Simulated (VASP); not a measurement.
# Pb (Fm-3m) in VASP: a series of runs

Runs on Pb. Level: PBE. Tasks: single point.

Program: VASP 6.6.1. These are calculated values, not measurements. Logs are shortened: lines on timing, memory, paths and dates and some standing lists are left out, and cuts for length are marked.

## Step 1: The cell of the first run

It takes space group Fm-3m (No. 225, cubic). The conventional cell has a = 4.950 Å, b = 4.950 Å, c = 4.950 Å, α = 90.00°, β = 90.00°, γ = 90.00°. Within 4.6 Å of Pb (site symmetry m-3m) lie 12 Pb at 3.50 Å.

## Step 2: Single point, PBE

INCAR reads:

```
  PREC = Accurate
  ENCUT = 520
  EDIFF = 1E-6
  ISMEAR = 0
  SIGMA = 0.05
  LREAL = F
  LASPH = T
  NELM = 100
  ALGO = Fast
  ISIF = 2
  LWAVE = F
  LCHARG = F
  GGA = PE
  NBANDS = 13
```

KPOINTS reads:

```
Automatic mesh
0
Gamma
  12 12 12
```

POSCAR reads:

```
Pb
1.0
    0.0000000000      2.4750200000      2.4750200000
    2.4750200000      0.0000000000      2.4750200000
    2.4750200000      2.4750200000      0.0000000000
Pb
1
Direct
    0.0000000000      0.0000000000      0.0000000000
```

Potentials or basis: VASP PAW PBE potentials, release 64 (Pb_d).

On the command line:

```bash
$ cat potpaw_PBE.64/Pb_d/POTCAR > POTCAR
$ mpirun -np 1 vasp_std > vasp.out
```

OUTCAR:

```text
PREC = Accurate
   ENCUT = 520
   EDIFF = 1E-6
   ISMEAR = 0
   LREAL = F
   LASPH = T
   NELM = 100
   ISIF = 2
   GGA = PE

 ion  position               nearest neighbor table
   1  0.000  0.000  0.000-

  LATTYP: Found a face centered cubic cell.
 ALAT       =     4.9500400000

  Lattice vectors:

 A1 = (   0.0000000000,   2.4750200000,   2.4750200000)
 A2 = (   2.4750200000,   0.0000000000,   2.4750200000)
 A3 = (   2.4750200000,   2.4750200000,   0.0000000000)

Analysis of symmetry for initial positions (statically):
=====================================================================
 Subroutine PRICEL returns:
 Original cell was already a primitive cell.

 Routine SETGRP: Setting up the symmetry group for a
 face centered cubic supercell.

 Subroutine GETGRP returns: Found 48 space group operations
 (whereof 48 operations were pure point group operations)
 out of a pool of 48 trial point group operations.

The static configuration has the point symmetry O_h .

Analysis of symmetry for dynamics (positions and initial velocities):
=====================================================================
 Subroutine PRICEL returns:
 Original cell was already a primitive cell.

 Routine SETGRP: Setting up the symmetry group for a
 face centered cubic supercell.

 Subroutine GETGRP returns: Found 48 space group operations
 (whereof 48 operations were pure point group operations)
 out of a pool of 48 trial point group operations.

The dynamic configuration has the point symmetry O_h .

 Subroutine INISYM returns: Found 48 space group operations
 (whereof 48 operations are pure point group operations),
 and found     1 'primitive' translations

----------------------------------------------------------------------------------------

                                     Primitive cell

  volume of cell :      30.3226

  direct lattice vectors                    reciprocal lattice vectors
     0.000000000  2.475020000  2.475020000    -0.202018570  0.202018570  0.202018570
     2.475020000  0.000000000  2.475020000     0.202018570 -0.202018570  0.202018570
     2.475020000  2.475020000  0.000000000     0.202018570  0.202018570 -0.202018570

  length of vectors
     3.500206851  3.500206851  3.500206851     0.349906427  0.349906427  0.349906427

  position of ions in fractional coordinates (direct lattice)
     0.000000000  0.000000000  0.000000000

  ion indices of the primitive-cell ions
   primitive index   ion index
                 1           1

----------------------------------------------------------------------------------------

 KPOINTS: Automatic mesh

Automatic generation of k-mesh.
 Grid dimensions read from file:
 generate k-points for:   12   12   12

 Generating k-lattice:

  Cartesian coordinates                     Fractional coordinates (reciprocal lattice)
    -0.016834881  0.016834881  0.016834881     0.083333333  0.000000000  0.000000000
     0.016834881 -0.016834881  0.016834881     0.000000000  0.083333333  0.000000000
     0.016834881  0.016834881 -0.016834881     0.000000000  0.000000000  0.083333333

  Length of vectors
     0.029158869  0.029158869  0.029158869

  Shift w.r.t. Gamma in fractional coordinates (k-lattice)
     0.000000000  0.000000000  0.000000000

 Subroutine IBZKPT returns following result:
 ===========================================

 Found     72 irreducible k-points:

 Following reciprocal coordinates:
            Coordinates               Weight
  0.000000  0.000000  0.000000      1.000000
  0.083333  0.000000  0.000000      8.000000
  0.166667  0.000000  0.000000      8.000000
  0.250000  0.000000  0.000000      8.000000
  0.333333  0.000000  0.000000      8.000000
  0.416667  0.000000  0.000000      8.000000
[... 16 lines left out ...]
  0.500000  0.166667  0.000000     24.000000
 -0.416667  0.166667  0.000000     24.000000
 [... further k-points ...]
   k-points           NKPTS =     72   k-points in BZ     NKDIM =     72   number of bands    NBANDS=     13
   number of dos      NEDOS =    301   number of ions     NIONS =      1
   total plane-waves  NPLWV =  21952
   dimension x,y,z NGX =    28 NGY =   28 NGZ =   28
   dimension x,y,z NGXF=    56 NGYF=   56 NGZF=   56
   ions per type =               1
   NGX,Y,Z   is equivalent  to a cutoff of  13.30, 13.30, 13.30 a.u.
   NGXF,Y,Z  is equivalent  to a cutoff of  26.60, 26.60, 26.60 a.u.
 SYSTEM =  unknown system
   PREC   = accura    normal or accurate (medium, high low for compatibility)
   ISTART =      0    job   : 0-new  1-cont  2-samecut
   ICHARG =      2    charge: 1-file 2-atom 10-const
   ISPIN  =      1    spin polarized calculation?
   LNONCOLLINEAR =      F non collinear calculations
   LSORBIT =      F    spin-orbit coupling
   LASPH  =      T    aspherical Exc in radial PAW
   ENCUT  =  520.0 eV  38.22 Ry    6.18 a.u.   6.51  6.51  6.51*2*pi/ulx,y,z
   NELM   =    100;   NELMIN=  2; NELMDL= -5     # of ELM steps
   EDIFF  = 0.1E-05   stopping-criterion for ELM
   LREAL  =      F    real-space projection
   EDIFFG = 0.1E-04   stopping-criterion for IOM
   NSW    =      0    number of steps for IOM
   IBRION =     -1    ionic relax: 0-MD 1-quasi-New 2-CG
   NFREE  =      0    steps in history (QN), initial steepest desc. (CG)
   ISIF   =      2    stress and relaxation
   ISYM   =      2    0-nonsym 1-usesym 2-fastsym
   POTIM  = 0.5000    time-step for ionic-motion
   TEBEG  =    0.0;   TEEND  =   0.0 temperature during run
   PSTRESS=    0.0 pullay stress
   NELECT =      14.0000    total number of electrons
   NUPDOWN=      -1.0000    fix difference up-down
   EMIN   =  10.00;   EMAX   =-10.00  energy-range for DOS
   EFERMI =   0.00;   METHOD = LEGACY
   ISMEAR =     0;   SIGMA  =   0.05  broadening in eV -4-tet -1-fermi 0-gaus
   EFERMI_NEDOS =   21; number of points for ismear=-14 and -15
   IALGO  =     68    algorithm
   IMIX   =      4    mixing-type and parameters
     AMIX     =   0.40;   BMIX     =  1.00
     AMIX_MAG =   1.60;   BMIX_MAG =  1.00
  volume/ion in A,a.u.               =      30.32       204.63
  Fermi-wavevector in a.u.,A,eV,Ry     =   1.265306  2.391081 21.782907  1.600999
  Thomas-Fermi vector in A             =   2.398566
   LORBIT       =      0    0 simple, 1 ext, 2 COOP (PROOUT), +10 PAW based schemes
   GGA     = PE    functional components
   LHFCALC =     F    Hartree Fock is set to
   AEXX    =    0.0000 exact exchange contribution
   IVDW    =     0    specifies the selected vdW correction
   LEPSILON=     F    determine dielectric tensor
   LRPA    =     F    only Hartree local field effects (RPA)
 non-spin polarized calculation
 RMM-DIIS sequential band-by-band and
 Gauss-broadening in eV      SIGMA  =   0.05
  energy-cutoff  :      520.00
  volume of cell :       30.32
 maximum number of plane-waves:       869
 NGX is ok and might be reduce to    28
   NGX = 13   NGY = 13   NGZ = 13

 number of electron      13.9999999 magnetization

 Free energy of the ion-electron system (eV)
  ---------------------------------------------------
  ext. energy  EPLUGINS =         0.00000000
  ---------------------------------------------------
  free energy    TOTEN  =        -3.53717430 eV

  energy without entropy =       -3.53568503  energy(sigma->0) =       -3.53642967

 E-fermi :   7.3203     XC(G=0): -10.1829

 val. band max:        7.3177631370   @ k =  -0.2500   0.0833   0.0000
 cond. band min:       7.3869591805   @ k =  -0.4167   0.4167   0.0833
 fundamental gap:      0.0691960435
 Fermi energy:         7.3202872123

 k-point     1 :       0.0000    0.0000    0.0000
  band No.  band energies     occupation
      1      -9.7837      2.00000
      2      -9.7837      2.00000
      3      -9.7837      2.00000
      4      -9.6438      2.00000
      5      -9.6438      2.00000
      6      -4.4697      2.00000
      7      14.7026      0.00000
      8      14.7026      0.00000
      9      14.7026      0.00000
     10      17.0467      0.00000
     11      18.6243      0.00000
     12      19.7687      0.00000
     13      19.7687      0.00000

 k-point     2 :       0.0833    0.0000    0.0000
  band No.  band energies     occupation
      1      -9.7838      2.00000
      2      -9.7738      2.00000
      3      -9.7738      2.00000
      4      -9.6443      2.00000
      5      -9.6443      2.00000
      6      -4.3360      2.00000
      7      13.1704      0.00000
      8      14.5367      0.00000
      9      14.5367      0.00000
     10      16.7678      0.00000
     11      19.2807      0.00000
     12      20.0648      0.00000
     13      20.0648      0.00000

 k-point     3 :       0.1667    0.0000    0.0000
  band No.  band energies     occupation
      1      -9.7859      2.00000
      2      -9.7541      2.00000
      3      -9.7541      2.00000
      4      -9.6380      2.00000
      5      -9.6380      2.00000
      6      -3.9345      2.00000
      7      10.5863      0.00000
      8      14.1355      0.00000
      9      14.1355      0.00000
     10      16.4558      0.00000
     11      19.8894      0.00000
     12      20.4300      0.00000
     13      20.4482      0.00000

 k-point     4 :       0.2500    0.0000    0.0000
  band No.  band energies     occupation
      1      -9.7918      2.00000
      2      -9.7481      2.00000
      3      -9.7481      2.00000
      4      -9.6082      2.00000
      5      -9.6082      2.00000
      6      -3.2709      2.00000
      7       8.0389      0.00000
      8      13.6654      0.00000
      9      13.6654      0.00000
     10      16.2622      0.00000
     11      18.7821      0.00000
     12      19.6366      0.00000
     13      19.6366      0.00000

 k-point     5 :       0.3333    0.0000    0.0000
  band No.  band energies     occupation
      1      -9.8008      2.00000
      2      -9.7574      2.00000
      3      -9.7574      2.00000
      4      -9.5621      2.00000
      5      -9.5621      2.00000
      6      -2.3784      2.00000
      7       5.7507      2.00000
      8      13.2485      0.00000
      9      13.2485      0.00000
     10      16.2167      0.00000
     11      17.8449      0.00000
     12      19.0009      0.00000
     13      19.0009      0.00000
[... 257 lines left out ...]
 k-point    22 :       0.4167    0.1667    0.0000
  band No.  band energies     occupation
      1      -9.8258      2.00000
      2      -9.7443      2.00000
      3      -9.6953      2.00000
      4      -9.6064      2.00000
      5      -9.5147      2.00000
      6      -1.6114      2.00000
      7       5.4592      2.00000
      8      10.6470      0.00000
      9      11.4455      0.00000
     10      14.8703      0.00000
     11      19.1971      0.00000
     12      20.5879      0.00000
     13      21.0141      0.00000

 k-point    23 :       0.5000    0.1667    0.0000
  band No.  band energies     occupation
      1      -9.8170      2.00000
      2      -9.7452      2.00000
      3      -9.7069      2.00000
      4      -9.5809      2.00000
      5      -9.5053      2.00000
      6      -0.7314      2.00000
      7       3.9790      2.00000
      8       9.9687      0.00000
      9      11.5998      0.00000
     10      14.8644      0.00000
     11      19.6000      0.00000
     12      20.4029      0.00000
     13      21.5702      0.00000

 k-point    24 :      -0.4167    0.1667    0.0000
  band No.  band energies     occupation
      1      -9.8035      2.00000
      2      -9.7472      2.00000
      3      -9.7127      2.00000
      4      -9.5620      2.00000
      5      -9.5266      2.00000
      6      -0.5600      2.00000
      7       3.7348      2.00000
      8       9.5106      0.00000
      9      12.0362      0.00000
     10      15.1171      0.00000
     11      19.1808      0.00000
     12      19.9750      0.00000
     13      22.3929      0.00000

 [... further k-points ...]

------------------------ aborting loop because EDIFF is reached ----------------------------------------

  FORCE on cell =-STRESS in cart. coord.  units (eV):
  Direction    XX          YY          ZZ          XY          YZ          ZX
  --------------------------------------------------------------------------------------
  -------------------------------------------------------------------------------------
  Total        0.5174535      0.5174535      0.5174535      0.0000000      0.0000000     -0.0000000
  in kB       27.3410896     27.3410896     27.3410896      0.0000000      0.0000000     -0.0000000
  external PRESSURE =      27.3410896 kB  Pullay stress =       0.0000000 kB

 VOLUME and BASIS-vectors are now :
 -----------------------------------------------------------------------------
  energy-cutoff  :      520.00
  volume of cell :       30.32
      direct lattice vectors                 reciprocal lattice vectors
     0.000000000  2.475020000  2.475020000    -0.202018570  0.202018570  0.202018570
     2.475020000  0.000000000  2.475020000     0.202018570 -0.202018570  0.202018570
     2.475020000  2.475020000  0.000000000     0.202018570  0.202018570 -0.202018570

 POSITION                                       TOTAL-FORCE (eV/Angst)
 -----------------------------------------------------------------------------------
      0.00000      0.00000      0.00000         0.000000     -0.000000     -0.000000
 -----------------------------------------------------------------------------------
    total drift:                               -0.000000     -0.000000     -0.000000

  FREE ENERGIE OF THE ION-ELECTRON SYSTEM (eV)
  ---------------------------------------------------
  free  energy   TOTEN  =        -3.5371743038 eV

  energy  without entropy=       -3.5356850296  energy(sigma->0) =       -3.53642967
```

Wall time 29 s (1 thread of Intel Xeon Platinum 8259CL at 2.50GHz (Skylake/Cascade Lake), shared host); peak memory 0.17 GiB.

Results:

| Property | Result |
| --- | --- |
| Free energy | -3.5372 eV |
| Pressure | 2.7 GPa |
| Band gap on the k mesh | zero (band 7 reaches 14.70 eV, above the bottom of band 8 at 5.74 eV) |

Levels at points of the mesh, in eV from the Fermi level:
```tsv
k point	band 3	band 4	band 5	band 6	band 7	band 8	band 9	band 10	band 11	band 12
(0.00, 0.00, 0.00)	-17.10	-16.96	-16.96	-11.79	7.38	7.38	7.38	9.73	11.30	12.45
(0.50, 0.00, 0.00)	-17.09	-16.83	-16.83	-8.16	-4.24	5.55	5.55	9.20	9.43	11.17
(0.50, 0.50, 0.00)	-16.84	-16.80	-16.80	-6.75	-3.31	2.01	2.01	5.34	6.61	18.22
```

Caveat: spin-orbit coupling is left out, which moves the levels of the heavy elements.

## Step 3: Single point, PBE

This run uses another cell than the first one, of 33.96 Å³/atom, 1.120 times its volume.

INCAR reads:

```
PREC     = Accurate       # precision mode
ENCUT    = 520            # plane-wave cutoff, eV
EDIFF    = 1E-6           # SCF threshold, eV
ISMEAR   = 0              # smearing method
SIGMA    = 0.05           # smearing width, eV
LREAL    = False          # projectors in reciprocal space
LASPH    = True           # aspherical terms in the spheres
NELM     = 60             # most SCF steps
ALGO     = Fast           # electronic algorithm
ISIF     = 2              # what is computed and relaxed
LWAVE    = False          # write WAVECAR
LCHARG   = False          # write CHGCAR
GGA      = PE             # functional
NBANDS   = 13             # bands
```

KPOINTS is that of step 2.

POSCAR reads:

```
Pb
1.0
    0.0000000000      2.5703053504      2.5703053504
    2.5703053504      0.0000000000      2.5703053504
    2.5703053504      2.5703053504      0.0000000000
Pb
1
Direct
    0.0000000000      0.0000000000      0.0000000000
```

Potentials or basis: VASP PAW PBE potentials, release 64 (Pb_d).

On the command line:

```bash
$ cat potpaw_PBE.64/Pb_d/POTCAR > POTCAR
$ mpirun -np 1 vasp_std > vasp.out
```

It took 32 s on 1 thread of Intel Xeon Platinum 8259CL at 2.50GHz (Skylake/Cascade Lake), shared host; peak memory 0.17 GiB.

It converged, with:

* Free energy: -3.5422 eV
* Pressure: -1.9 GPa
* Band gap on the k mesh: zero (band 7 reaches 12.63 eV, above the bottom of band 8 at 4.77 eV)

Levels at points of the mesh, in eV from the Fermi level:
| k point | band 5 | band 6 | band 7 | band 8 | band 9 | band 10 |
| --- | --- | --- | --- | --- | --- | --- |
| (0.00, 0.00, 0.00) | -16.95 | -11.08 | 6.51 | 6.51 | 6.51 | 9.63 |
| (0.50, 0.00, 0.00) | -16.85 | -8.08 | -3.71 | 4.93 | 4.93 | 8.47 |
| (0.50, 0.50, 0.00) | -16.83 | -6.92 | -2.88 | 1.88 | 1.88 | 5.03 |

Caveat: spin-orbit coupling is left out, which moves the levels of the heavy elements.
